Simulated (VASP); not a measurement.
The system is WC.

```
W C
1.0
     0.00000    2.19268    2.19268
     2.19268    0.00000    2.19268
     2.19268    2.19268    0.00000
W C
1 1
Direct
  0.00000 0.00000 0.00000
  0.50000 0.50000 0.50000
```

Base run:

```yaml
Program: VASP 6.6.1
Functional: PBEsol
Dispersion: D4
Potentials_or_basis: VASP PAW PBE potentials, release 64 (W_sv, C)
Cutoff: 600 eV
k_mesh: 9 × 9 × 9
Occupations: fermi-dirac, width 0.1 eV
Spin: no spin polarisation
```

Its results: band gap on the k mesh zero (bands 9 and 10 overlap by 3.00 eV); pressure -12.6 GPa.

Task: The run is repeated on the same cell with these changes: occupations from fermi-dirac, width 0.1 eV to fermi-dirac, width 0.2 eV. What comes out?

Result: Band gap on the k mesh zero (bands 9 and 10 overlap by 3.00 eV); pressure -12.2 GPa.

Caveats: the cell stands under tension; the PAW data sets were made with another functional, which shifts forces and pressure a little; spin-orbit coupling is left out, which moves the levels of the heavy elements.
